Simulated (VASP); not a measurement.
# Zr (C2/c) in VASP: further runs

Runs on Zr. Level: BLYP. Tasks: single point.

All numbers are computed with VASP 6.6.1; they aren't measurements. Logs are shortened: lines on timing, memory, paths and dates and some standing lists are left out, and cuts for length are marked.

## (1) The cell of the first run

The typed cell holds 2 atoms: a = 4.108 Å, b = 4.108 Å, c = 4.107 Å, α = 97.43°, β = 97.43°, γ = 137.84°.

## (2) Single point, BLYP (21.71 Å³/atom)

Input file INCAR:

```
AGGAC = 1.0 ; AGGAX = 1.0
ALDAC = 0.0 ; ALDAX = 1.0
ALGO = Normal ; EDIFF = 1E-6
ENCUT = 500 ; GGA = B5
GGA_COMPAT = F ; ISIF = 2
ISMEAR = -1 ; LASPH = T
LCHARG = T ; LELF = T
LREAL = F ; LVHAR = T
LWAVE = F ; NBANDS = 19
NELM = 120 ; PREC = Accurate
SIGMA = 0.1
```

Input file KPOINTS:

```
k-points
0
Gamma
  13 13 9
```

Input file POSCAR:

```
Zr
1.0
   -2.7103051461      2.7107698649      1.4774725618
    2.7107698649     -2.7103051461      1.4774725618
    2.7098829471      2.7098829471     -1.4766214285
Zr
2
Direct
    0.9999924481      0.0000075519      1.0000000000
    0.7500075519      0.2499924481      0.5000000000
```

Potentials or basis: VASP PAW PBE potentials, release 64 (Zr_sv).

Command:

```sh
> cat potpaw_PBE.64/Zr_sv/POTCAR > POTCAR
> mpirun -np 1 vasp_std > vasp.out
```

OUTCAR:

```text
EDIFF = 1E-6
   ENCUT = 500
   GGA = B5
   ISIF = 2
   ISMEAR = -1
   LASPH = T
   LREAL = F
   NELM = 120
   PREC = Accurate

 ion  position               nearest neighbor table
   1  1.000  0.000  0.000-   2 2.81   2 2.81   2 2.81   2 2.81   2 3.50   2 3.50   2 3.50   2 3.50

   2  0.750  0.250  0.500-   1 2.81   1 2.81   1 2.81   1 2.81   1 3.50   1 3.50   1 3.50   1 3.50

  LATTYP: Found a base centered monoclinic cell.
 ALAT       =     2.9549451967
 B/A-ratio  =     2.5944839220
 C/A-ratio  =     1.3898690846
 COS(beta)  =    -0.3593313162

  Lattice vectors:

 A1 = (  -2.7103051461,   2.7107698649,   1.4774725618)
 A2 = (   2.7107698649,  -2.7103051461,   1.4774725618)
 A3 = (   2.7098829471,   2.7098829471,  -1.4766214285)

Analysis of symmetry for initial positions (statically):
=====================================================================
 Subroutine PRICEL returns:
 Original cell was already a primitive cell.

 Routine SETGRP: Setting up the symmetry group for a
 base centered monoclinic supercell.

 Subroutine GETGRP returns: Found  4 space group operations
 (whereof  2 operations were pure point group operations)
 out of a pool of  4 trial point group operations.

The static configuration has the point symmetry C_2 .
 The point group associated with its full space group is C_2h.

Analysis of symmetry for dynamics (positions and initial velocities):
=====================================================================
 Subroutine PRICEL returns:
 Original cell was already a primitive cell.

 Routine SETGRP: Setting up the symmetry group for a
 base centered monoclinic supercell.

 Subroutine GETGRP returns: Found  4 space group operations
 (whereof  2 operations were pure point group operations)
 out of a pool of  4 trial point group operations.

The dynamic configuration has the point symmetry C_2 .
 The point group associated with its full space group is C_2h.

 Subroutine INISYM returns: Found  4 space group operations
 (whereof  2 operations are pure point group operations),
 and found     1 'primitive' translations

----------------------------------------------------------------------------------------

                                     Primitive cell

  volume of cell :      43.4133

[... 77 lines left out ...]
   NGXF,Y,Z  is equivalent  to a cutoff of  24.28, 24.28, 24.29 a.u.
 SYSTEM =  unknown system
   PREC   = accura    normal or accurate (medium, high low for compatibility)
   ISTART =      0    job   : 0-new  1-cont  2-samecut
   ICHARG =      2    charge: 1-file 2-atom 10-const
   ISPIN  =      1    spin polarized calculation?
   LNONCOLLINEAR =      F non collinear calculations
   LSORBIT =      F    spin-orbit coupling
   LASPH  =      T    aspherical Exc in radial PAW
   ENCUT  =  500.0 eV  36.75 Ry    6.06 a.u.   7.49  7.49  7.49*2*pi/ulx,y,z
   NELM   =    120;   NELMIN=  2; NELMDL= -5     # of ELM steps
   EDIFF  = 0.1E-05   stopping-criterion for ELM
   LREAL  =      F    real-space projection
   EDIFFG = 0.1E-04   stopping-criterion for IOM
   NSW    =      0    number of steps for IOM
   IBRION =     -1    ionic relax: 0-MD 1-quasi-New 2-CG
   NFREE  =      0    steps in history (QN), initial steepest desc. (CG)
   ISIF   =      2    stress and relaxation
   ISYM   =      2    0-nonsym 1-usesym 2-fastsym
   POTIM  = 0.5000    time-step for ionic-motion
   TEBEG  =    0.0;   TEEND  =   0.0 temperature during run
   PSTRESS=    0.0 pullay stress
   NELECT =      24.0000    total number of electrons
   NUPDOWN=      -1.0000    fix difference up-down
   EMIN   =  10.00;   EMAX   =-10.00  energy-range for DOS
   EFERMI =   0.00;   METHOD = LEGACY
   ISMEAR =    -1;   SIGMA  =   0.10  broadening in eV -4-tet -1-fermi 0-gaus
   EFERMI_NEDOS =   21; number of points for ismear=-14 and -15
   IALGO  =     38    algorithm
   IMIX   =      4    mixing-type and parameters
     AMIX     =   0.40;   BMIX     =  1.00
     AMIX_MAG =   1.60;   BMIX_MAG =  1.00
  volume/ion in A,a.u.               =      21.71       146.48
  Fermi-wavevector in a.u.,A,eV,Ry     =   1.343603  2.539042 24.562186  1.805270
  Thomas-Fermi vector in A             =   2.471664
   LORBIT       =      0    0 simple, 1 ext, 2 COOP (PROOUT), +10 PAW based schemes
   GGA     = B5    functional components
   LHFCALC =     F    Hartree Fock is set to
   AEXX    =    0.0000 exact exchange contribution
   IVDW    =     0    specifies the selected vdW correction
   LEPSILON=     F    determine dielectric tensor
   LRPA    =     F    only Hartree local field effects (RPA)
 non-spin polarized calculation
  energy-cutoff  :      500.00
  volume of cell :       43.41
 maximum number of plane-waves:      1125
 NGX is ok and might be reduce to    30
   NGX = 15   NGY = 15   NGZ = 15

 number of electron      24.0000000 magnetization

 Free energy of the ion-electron system (eV)
  ---------------------------------------------------
  ext. energy  EPLUGINS =         0.00000000
  ---------------------------------------------------
  free energy    TOTEN  =       -13.66368034 eV

  energy without entropy =      -13.56901296  energy(sigma->0) =      -13.61634665

 E-fermi :   9.8640     XC(G=0): -10.7555

 val. band max:        9.8617245769   @ k =  -0.2308  -0.3077   0.1111
 cond. band min:       9.8658141069   @ k =  -0.3077   0.3077   0.2222
 fundamental gap:      0.0040895300
 Fermi energy:         9.8640060218

 k-point     1 :       0.0000    0.0000    0.0000
  band No.  band energies     occupation
      1     -38.4948      2.00000
      2     -38.0520      2.00000
      3     -17.1588      2.00000
      4     -17.1586      2.00000
      5     -15.8590      2.00000
      6     -15.8418      2.00000
[... 505 lines left out ...]
      6     -16.3975      2.00000
[... 11 lines left out ...]
     18      14.9916      0.00000
     19      15.7462      0.00000

 [... further k-points ...]
[... 5 lines left out ...]
  --------------------------------------------------------------------------------------
  -------------------------------------------------------------------------------------
  Total        3.1797652      3.1797652      3.3416490     -0.0016495     -0.0042516     -0.0042516
  in kB      117.3499885    117.3499885    123.3243493     -0.0608759     -0.1569047     -0.1569046
  external PRESSURE =     119.3414421 kB  Pullay stress =       0.0000000 kB

 VOLUME and BASIS-vectors are now :
 -----------------------------------------------------------------------------
  energy-cutoff  :      500.00
  volume of cell :       43.41
      direct lattice vectors                 reciprocal lattice vectors
    -2.710305146  2.710769865  1.477472562    -0.000038768  0.184426490  0.338386762
     2.710769865 -2.710305146  1.477472562     0.184426490 -0.000038768  0.338386762
     2.709882947  2.709882947 -1.476621429     0.184494004  0.184494004 -0.000058030

 POSITION                                       TOTAL-FORCE (eV/Angst)
 -----------------------------------------------------------------------------------
     -2.71026      2.71073      1.47747        -0.003740      0.003740      0.000000
     -0.00014      2.71048      0.73916         0.003740     -0.003740     -0.000000
 -----------------------------------------------------------------------------------
    total drift:                                0.000000      0.000000     -0.000000

  FREE ENERGIE OF THE ION-ELECTRON SYSTEM (eV)
  ---------------------------------------------------
  free  energy   TOTEN  =       -13.6636803429 eV

  energy  without entropy=      -13.5690129642  energy(sigma->0) =      -13.61634665
```

stdout:

```text
POSCAR found type information on POSCAR Zr
 POSCAR found :  1 types and       2 ions
 scaLAPACK will be used
 -----------------------------------------------------------------------------
|                                                                             |
|                                                                             |
|     You enforced a specific xc type in the INCAR file but a different       |
|     I HOPE YOU KNOW WHAT YOU ARE DOING!                                     |
|                                                                             |
 -----------------------------------------------------------------------------

 LDA part: xc-table for (Slater(with rela. corr.)+VWN5), standard interpolation
 POSCAR, INCAR and KPOINTS ok, starting setup
 FFT: planning ... GRIDC
 FFT: planning ... GRID_SOFT
 FFT: planning ... GRID
 WAVECAR not read
 entering main loop
```

Run time: 9.6 min. Hardware: 1 thread of Oxide Virtual Turin-like, shared host; peak memory 0.33 GiB.

Results:

- Free energy: -13.6637 eV
- Pressure: 11.9 GPa
- Largest force: 0.005 eV/Å
- Band gap on the k mesh: zero (bands 12 and 13 overlap by 0.87 eV)

Forces on the atoms (eV/Å):
```
Zr  -0.004  0.004  0.000
Zr   0.004 -0.004  0.000
```

Caveat: the cell stands under pressure; the PAW data sets were made with another functional, which shifts forces and pressure a little.

## (3) Single point, BLYP (22.69 Å³/atom)

This run uses another cell than the first one, of 22.69 Å³/atom.

Input file INCAR:

```
SYSTEM = Zr
AGGAC    = 1.0          
AGGAX    = 1.0          
ALDAC    = 0.0          
ALDAX    = 1.0          
ALGO     = Normal         ! electronic algorithm
EDIFF    = 1E-6           ! SCF threshold, eV
ENCUT    = 500            ! plane-wave cutoff, eV
GGA      = B5             ! functional
GGA_COMPAT= .FALSE.      
ISIF     = 2              ! what is computed and relaxed
ISMEAR   = -1             ! smearing method
LASPH    = .TRUE.         ! aspherical terms in the spheres
LCHARG   = .FALSE.        ! write CHGCAR
LREAL    = .FALSE.        ! projectors in reciprocal space
LWAVE    = .FALSE.        ! write WAVECAR
NBANDS   = 19             ! bands
NELM     = 120            ! most SCF steps
PREC     = Accurate       ! precision mode
SIGMA    = 0.1            ! smearing width, eV
```

Input file KPOINTS:

```
k-points
0
G
  13 13 9
  0 0 0
```

Input file POSCAR:

```
Zr
1.0
   -2.7507634264      2.7512350824      1.4995276427
    2.7512350824     -2.7507634264      1.4995276427
    2.7503349251      2.7503349251     -1.4986638040
Zr
2
Direct
    0.9999924481      0.0000075519      1.0000000000
    0.7500075519      0.2499924481      0.5000000000
```

Potentials or basis: VASP PAW PBE potentials, release 64 (Zr_sv).

Command:

```sh
> cat potpaw_PBE.64/Zr_sv/POTCAR > POTCAR
> mpirun -np 1 vasp_std > vasp.out
```

Run time: 8.5 min. Hardware: 1 thread of Oxide Virtual Turin-like, shared host; peak memory 0.34 GiB.

Results (log left out):

```yaml
Free_energy: -13.7813 eV
Pressure: 7.2 GPa
Largest_force: 0.006 eV/Å
Band_gap_on_the_k_mesh: zero (bands 12 and 13 overlap by 0.82 eV)
```

Forces on the atoms (eV/Å):
```
Zr  -0.004  0.004  0.000
Zr   0.004 -0.004  0.000
```

Stress tensor (GPa, compression positive):
```
 7.12  0.00 -0.01
 0.00  7.12 -0.01
-0.01 -0.01  7.47
```

Levels at points of the mesh, in eV from the Fermi level:
```
           k point  band 10  band 11  band 12  band 13  band 14  band 15
(0.00, 0.00, 0.00)    -2.99    -1.26    -0.82    -0.03     3.35     3.35
```

Caveat: the cell stands under pressure; the PAW data sets were made with another functional, which shifts forces and pressure a little.

## (4) Single point, BLYP (23.68 Å³/atom)

This run uses another cell than the first one, of 23.68 Å³/atom.

Input file INCAR:

```
PREC = Accurate ; ENCUT = 500
EDIFF = 1E-6 ; ISMEAR = -1
SIGMA = 0.1 ; LREAL = F
LASPH = T ; NELM = 120
ALGO = Normal ; ISIF = 2
LWAVE = F ; LCHARG = F
GGA = B5 ; ALDAX = 1.0
AGGAX = 1.0 ; AGGAC = 1.0
ALDAC = 0.0 ; NBANDS = 19
GGA_COMPAT = F
```

Input file KPOINTS:

```
Automatic mesh
0
Gamma
  13 13 9
```

Input file POSCAR:

```
Zr
1.0
   -2.7900653567      2.7905437515      1.5209523608
    2.7905437515     -2.7900653567      1.5209523608
    2.7896307331      2.7896307331     -1.5200761798
Zr
2
Direct
    0.9999924481      0.0000075519      1.0000000000
    0.7500075519      0.2499924481      0.5000000000
```

Command:

```sh
> cat potpaw_PBE.64/Zr_sv/POTCAR > POTCAR
> mpirun -np 1 vasp_std > vasp.out
```

Wall time 8.5 min (1 thread of Oxide Virtual Turin-like, shared host); peak memory 0.36 GiB.

It converged, with:

```yaml
Free_energy: -13.8462 eV
Pressure: 3.4 GPa
Largest_force: 0.005 eV/Å
Band_gap_on_the_k_mesh: zero (bands 12 and 13 overlap by 0.78 eV)
```

Forces in eV/Å, atoms in the order of the input:
```
Zr  -0.004  0.004  0.000
Zr   0.004 -0.004  0.000
```

Stress tensor (GPa, compression positive):
```
 3.31  0.00 -0.01
 0.00  3.31 -0.01
-0.01 -0.01  3.44
```

Levels at points of the mesh, in eV from the Fermi level:
```
           k point  band 10  band 11  band 12  band 13  band 14  band 15
(0.00, 0.00, 0.00)    -2.80    -1.19    -0.78     0.00     3.25     3.25
```

Caveat: the cell stands under pressure; the PAW data sets were made with another functional, which shifts forces and pressure a little.

## (5) Summary

| cell | gap on the mesh (eV) | pressure (GPa) | largest force (eV/Å) |
| --- | --- | --- | --- |
| a = 4.108, b = 4.108, c = 4.107 Å, angles 97.4, 97.4, 137.8°, 2 atoms | none | 11.9 | 0.01 |
| a = 4.169, b = 4.169, c = 4.168 Å, angles 97.4, 97.4, 137.8°, 2 atoms | none | 7.2 | 0.01 |
| a = 4.229, b = 4.229, c = 4.228 Å, angles 97.4, 97.4, 137.8°, 2 atoms | none | 3.4 | 0.01 |

Alike in all rows: task single point; level BLYP; potentials or basis VASP PAW PBE potentials, release 64 (Zr_sv); no spin polarisation; k mesh 13 × 13 × 9; cutoff (eV) 500; smearing fermi-dirac 0.1 eV.

Caveats: the cell stands under pressure; the PAW data sets were made with another functional, which shifts forces and pressure a little.

Total energies depend on the potentials used, so only differences within one code and one set of settings carry meaning.
